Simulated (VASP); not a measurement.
# AgCl (Chlorargyrite) (P1) in VASP: further runs

AgCl (Chlorargyrite) is run at these levels: PBEsol; tasks: single point.

Program: VASP 6.6.1. These are calculated values, not measurements. Logs are shortened: lines on timing, memory, paths and dates and some standing lists are left out, and cuts for length are marked.

## (1) The cell of the first run

The typed cell holds 2 atoms: a = 3.898 Å, b = 3.954 Å, c = 3.856 Å, α = 61.14°, β = 59.80°, γ = 60.33°.

## (2) Single point, PBEsol

File INCAR:

```
PREC = Accurate
ENCUT = 520
EDIFF = 1E-7
ISMEAR = -1
SIGMA = 0.05
LREAL = False
LASPH = True
NELM = 80
ALGO = Normal
ISIF = 2
LWAVE = False
LCHARG = False
GGA = PS
NBANDS = 16
```

File KPOINTS:

```
Automatic mesh
0
Gamma
  4 4 4
```

File POSCAR:

```
AgCl
1.0
   -0.0002100000      2.7497900000      2.7622600000
    2.7711200000     -0.0580000000      2.8200600000
    2.7084400000      2.7449000000      0.0046800000
Ag Cl
1 1
Direct
    0.9913900000      0.9913900000      0.0064700000
    0.5029000000      0.4882800000      0.5132200000
```

Potentials or basis: VASP PAW PBE potentials, release 64 (Ag, Cl).

Run with:

```bash
$ cat potpaw_PBE.64/Ag/POTCAR potpaw_PBE.64/Cl/POTCAR > POTCAR
$ mpirun -np 1 vasp_std > vasp.out
```

OUTCAR:

```text
PREC = Accurate
   ENCUT = 520
   EDIFF = 1E-7
   ISMEAR = -1
   LREAL = False
   LASPH = True
   NELM = 80
   ISIF = 2
   GGA = PS

 ion  position               nearest neighbor table
   1  0.991  0.991  0.006-   2 2.73   2 2.73   2 2.75   2 2.77   2 2.81   2 2.83
   2  0.503  0.488  0.513-   1 2.73   1 2.73   1 2.75   1 2.77   1 2.81   1 2.83

  LATTYP: Found a triclinic cell.
 ALAT       =     3.8653662428
 B/A-ratio  =     1.4178441814
 C/A-ratio  =     1.0083437553
 COS(alpha) =     0.0000701770
 COS(beta)  =     0.5065252681
 COS(gamma) =     0.6925382791

  Lattice vectors:

 A1 = (   2.7086500000,  -0.0048900000,  -2.7575800000)
 A2 = (   5.4797700000,  -0.0628900000,   0.0624800000)
 A3 = (   0.0002100000,  -2.7497900000,  -2.7622600000)

Analysis of symmetry for initial positions (statically):
=====================================================================
 Subroutine PRICEL returns:
 Original cell was already a primitive cell.

 Routine SETGRP: Setting up the symmetry group for a
 triclinic supercell.

 Subroutine GETGRP returns: Found  1 space group operations
 (whereof  1 operations were pure point group operations)
 out of a pool of  2 trial point group operations.

The static configuration has the point symmetry C_1 .

Analysis of symmetry for dynamics (positions and initial velocities):
=====================================================================
 Subroutine PRICEL returns:
 Original cell was already a primitive cell.

 Routine SETGRP: Setting up the symmetry group for a
 triclinic supercell.

 Subroutine GETGRP returns: Found  1 space group operations
 (whereof  1 operations were pure point group operations)
 out of a pool of  2 trial point group operations.

The dynamic configuration has the point symmetry C_1 .

 Subroutine INISYM returns: Found  1 space group operations
 (whereof  1 operations are pure point group operations),
 and found     1 'primitive' translations

----------------------------------------------------------------------------------------

                                     Primitive cell

  volume of cell :      42.4137

  direct lattice vectors                    reciprocal lattice vectors
    -0.000210000  2.749790000  2.762260000    -0.182513204  0.179776830  0.183043285
     2.771120000 -0.058000000  2.820060000     0.178462725 -0.176391647  0.175608909
     2.708440000  2.744900000  0.004680000     0.186609283  0.180487725 -0.179658741

  length of vectors
     3.897617913  3.954138144  3.856182717     0.314858099  0.306270217  0.315715230

  position of ions in fractional coordinates (direct lattice)
     0.991390000  0.991390000  0.006470000
     0.502900000  0.488280000  0.513220000

  ion indices of the primitive-cell ions
   primitive index   ion index
                 1           1
                 2           2

----------------------------------------------------------------------------------------

 KPOINTS: Automatic mesh

Automatic generation of k-mesh.
 Grid dimensions read from file:
 generate k-points for:    4    4    4

 Generating k-lattice:

  Cartesian coordinates                     Fractional coordinates (reciprocal lattice)
    -0.045628301  0.044944207  0.045760821     0.250000000  0.000000000  0.000000000
     0.044615681 -0.044097912  0.043902227     0.000000000  0.250000000  0.000000000
     0.046652321  0.045121931 -0.044914685     0.000000000 -0.000000000  0.250000000

  Length of vectors
     0.078714525  0.076567554  0.078928808

  Shift w.r.t. Gamma in fractional coordinates (k-lattice)
     0.000000000  0.000000000  0.000000000

 Subroutine IBZKPT returns following result:
 ===========================================

 Found     36 irreducible k-points:

 Following reciprocal coordinates:
            Coordinates               Weight
  0.000000  0.000000  0.000000      1.000000
  0.250000  0.000000 -0.000000      2.000000
  0.500000  0.000000 -0.000000      1.000000
  0.000000  0.250000  0.000000      2.000000
  0.250000  0.250000  0.000000      2.000000
  0.500000  0.250000 -0.000000      2.000000
[... 16 lines left out ...]
 -0.000000 -0.250000  0.250000      2.000000
  0.250000 -0.250000  0.250000      2.000000
 [... further k-points ...]
   k-points           NKPTS =     36   k-points in BZ     NKDIM =     36   number of bands    NBANDS=     16
   number of dos      NEDOS =    301   number of ions     NIONS =      2
   total plane-waves  NPLWV =  27000
   dimension x,y,z NGX =    30 NGY =   30 NGZ =   30
   dimension x,y,z NGXF=    60 NGYF=   60 NGZF=   60
   ions per type =               1   1
   NGX,Y,Z   is equivalent  to a cutoff of  12.80, 12.61, 12.93 a.u.
   NGXF,Y,Z  is equivalent  to a cutoff of  25.59, 25.23, 25.87 a.u.
 SYSTEM =  unknown system
   PREC   = accura    normal or accurate (medium, high low for compatibility)
   ISTART =      0    job   : 0-new  1-cont  2-samecut
   ICHARG =      2    charge: 1-file 2-atom 10-const
   ISPIN  =      1    spin polarized calculation?
   LNONCOLLINEAR =      F non collinear calculations
   LSORBIT =      F    spin-orbit coupling
   LASPH  =      T    aspherical Exc in radial PAW
   ENCUT  =  520.0 eV  38.22 Ry    6.18 a.u.   7.25  7.35  7.17*2*pi/ulx,y,z
   NELM   =     80;   NELMIN=  2; NELMDL= -5     # of ELM steps
   EDIFF  = 0.1E-06   stopping-criterion for ELM
   LREAL  =      F    real-space projection
   EDIFFG = 0.1E-05   stopping-criterion for IOM
   NSW    =      0    number of steps for IOM
   IBRION =     -1    ionic relax: 0-MD 1-quasi-New 2-CG
   NFREE  =      0    steps in history (QN), initial steepest desc. (CG)
   ISIF   =      2    stress and relaxation
   ISYM   =      2    0-nonsym 1-usesym 2-fastsym
   POTIM  = 0.5000    time-step for ionic-motion
   TEBEG  =    0.0;   TEEND  =   0.0 temperature during run
   PSTRESS=    0.0 pullay stress
   NELECT =      18.0000    total number of electrons
   NUPDOWN=      -1.0000    fix difference up-down
   EMIN   =  10.00;   EMAX   =-10.00  energy-range for DOS
   EFERMI =   0.00;   METHOD = LEGACY
   ISMEAR =    -1;   SIGMA  =   0.05  broadening in eV -4-tet -1-fermi 0-gaus
   EFERMI_NEDOS =   21; number of points for ismear=-14 and -15
   IALGO  =     38    algorithm
   IMIX   =      4    mixing-type and parameters
     AMIX     =   0.40;   BMIX     =  1.00
     AMIX_MAG =   1.60;   BMIX_MAG =  1.00
  volume/ion in A,a.u.               =      21.21       143.11
  Fermi-wavevector in a.u.,A,eV,Ry     =   1.230260  2.324855 20.592972  1.513541
  Thomas-Fermi vector in A             =   2.365116
   LORBIT       =      0    0 simple, 1 ext, 2 COOP (PROOUT), +10 PAW based schemes
   GGA     = PS    functional components
   LHFCALC =     F    Hartree Fock is set to
   AEXX    =    0.0000 exact exchange contribution
   IVDW    =     0    specifies the selected vdW correction
   LEPSILON=     F    determine dielectric tensor
   LRPA    =     F    only Hartree local field effects (RPA)
 non-spin polarized calculation
  energy-cutoff  :      520.00
  volume of cell :       42.41
 maximum number of plane-waves:      1152
 NGX is ok and might be reduce to    30
   NGX = 15   NGY = 15   NGZ = 15

 number of electron      18.0000000 magnetization

 Free energy of the ion-electron system (eV)
  ---------------------------------------------------
  ext. energy  EPLUGINS =         0.00000000
  ---------------------------------------------------
  free energy    TOTEN  =        -6.02799744 eV

  energy without entropy =       -6.02792557  energy(sigma->0) =       -6.02796150

 E-fermi :   4.2232     XC(G=0): -10.2417

 val. band max:        3.8684607472   @ k =  -0.0000   0.0000   0.5000
 cond. band min:       4.5156061767   @ k =   0.0000   0.0000   0.0000
 fundamental gap:      0.6471454295
 Fermi energy:         4.2232093016

 k-point     1 :       0.0000    0.0000    0.0000
  band No.  band energies     occupation
      1     -11.3837      2.00000
      2       1.1507      2.00000
      3       1.2049      2.00000
      4       1.2544      2.00000
      5       1.2736      2.00000
      6       1.3106      2.00000
[... 8 lines left out ...]
     15      16.7812      0.00000
     16      16.9370      0.00000

 k-point     2 :       0.2500    0.0000   -0.0000
  band No.  band energies     occupation
      1     -11.1590      2.00000
      2      -0.4807      2.00000
      3       0.0002      2.00000
      4       0.0872      2.00000
      5       1.4471      2.00000
      6       1.4910      2.00000
[... 8 lines left out ...]
     15      16.0418      0.00000
     16      16.2192      0.00000

 k-point     3 :       0.5000    0.0000   -0.0000
  band No.  band energies     occupation
      1     -10.9125      2.00000
      2      -1.5685      2.00000
      3      -0.5047      2.00000
      4      -0.4132      2.00000
      5       1.6454      2.00000
      6       1.6904      2.00000
[... 8 lines left out ...]
     15      17.2313      0.00000
     16      17.7128      0.00000

 k-point     4 :       0.0000    0.2500    0.0000
  band No.  band energies     occupation
      1     -11.1777      2.00000
      2      -0.5584      2.00000
      3       0.1004      2.00000
      4       0.1393      2.00000
      5       1.4694      2.00000
      6       1.4809      2.00000
[... 8 lines left out ...]
     15      16.0758      0.00000
     16      16.4626      0.00000
[... 324 lines left out ...]
 k-point    22 :      -0.2500    0.5000    0.2500
  band No.  band energies     occupation
      1     -10.8675      2.00000
      2      -0.4757      2.00000
      3      -0.3157      2.00000
      4      -0.2719      2.00000
      5       1.7362      2.00000
      6       1.7515      2.00000
[... 8 lines left out ...]
     15      17.3525      0.00000
     16      18.9033      0.00000

 k-point    23 :      -0.0000   -0.2500    0.2500
  band No.  band energies     occupation
      1     -10.9737      2.00000
      2      -1.0551      2.00000
      3      -0.2794      2.00000
      4      -0.0553      2.00000
      5       1.5568      2.00000
      6       1.6379      2.00000
[... 8 lines left out ...]
     15      17.5796      0.00000
     16      19.5409      0.00000

 k-point    24 :       0.2500   -0.2500    0.2500
  band No.  band energies     occupation
      1     -10.9308      2.00000
      2      -0.9694      2.00000
      3      -0.3120      2.00000
      4      -0.0036      2.00000
      5       1.4159      2.00000
      6       1.7037      2.00000
[... 8 lines left out ...]
     15      17.9473      0.00000
     16      18.7941      0.00000

 [... further k-points ...]
[... 5 lines left out ...]
  --------------------------------------------------------------------------------------
  -------------------------------------------------------------------------------------
  Total       -0.5731355     -0.5975571     -0.6381508      0.0388491      0.0291163     -0.0405729
  in kB      -21.6502082    -22.5727359    -24.1061641      1.4675263      1.0998692     -1.5326428
  external PRESSURE =     -22.7763694 kB  Pullay stress =       0.0000000 kB

 VOLUME and BASIS-vectors are now :
 -----------------------------------------------------------------------------
  energy-cutoff  :      520.00
  volume of cell :       42.41
      direct lattice vectors                 reciprocal lattice vectors
    -0.000210000  2.749790000  2.762260000    -0.182513204  0.179776830  0.183043285
     2.771120000 -0.058000000  2.820060000     0.178462725 -0.176391647  0.175608909
     2.708440000  2.744900000  0.004680000     0.186609283  0.180487725 -0.179658741

 POSITION                                       TOTAL-FORCE (eV/Angst)
 -----------------------------------------------------------------------------------
      2.76458      2.68637      5.53429         0.008230      0.035267      0.012307
      2.74300      2.76329      2.76852        -0.008230     -0.035267     -0.012307
 -----------------------------------------------------------------------------------
    total drift:                               -0.000025     -0.000040     -0.000019

  FREE ENERGIE OF THE ION-ELECTRON SYSTEM (eV)
  ---------------------------------------------------
  free  energy   TOTEN  =        -6.0279974416 eV

  energy  without entropy=       -6.0279255665  energy(sigma->0) =       -6.02796150
```

Run time: 21 s. Hardware: 1 thread of Intel Xeon Platinum 8488C (Sapphire Rapids), shared host; peak memory 0.17 GiB.

Results:

```
Free energy            : -6.0280 eV
Pressure               : -2.3 GPa
Largest force          : 0.038 eV/Å
Band gap on the k mesh : 0.65 eV, indirect (least direct gap 2.90 eV)
```

Forces on the atoms (eV/Å):
```
Ag   0.008  0.035  0.012
Cl  -0.008 -0.035 -0.012
```

Levels at points of the mesh, in eV from the valence-band top:
```
           k point  band 6  band 7  band 8  band 9  band 10  band 11  band 12  band 13
(0.00, 0.00, 0.00)   -2.56   -2.41   -2.29   -2.25     0.65    10.40    10.74    10.81
(0.50, 0.00, 0.00)   -2.18   -1.86   -0.11   -0.04     3.90     6.43     7.21     7.58
(0.00, 0.50, 0.00)   -2.22   -1.93   -0.16   -0.06     4.06     6.25     7.58     7.76
(0.50, 0.50, 0.00)   -2.33   -2.08   -2.07   -2.00     2.16     7.81     8.31    11.23
(0.00, 0.00, 0.50)   -2.17   -1.86   -0.15    0.00     3.90     6.44     7.32     7.41
(0.50, 0.00, 0.50)   -2.34   -2.08   -2.07   -2.00     2.15     7.79     8.36    11.17
(0.00, 0.50, 0.50)   -2.31   -2.08   -2.08   -1.99     2.14     7.69     8.48    11.16
(0.50, 0.50, 0.50)   -2.18   -1.86   -0.12   -0.02     3.90     6.43     7.23     7.55
```

Caveat: the k points lie up to 0.50 Å⁻¹ apart; the PAW data sets were made with another functional, which shifts forces and pressure a little. A k mesh can miss the band edges.

(Continued in part 2 of 2.)
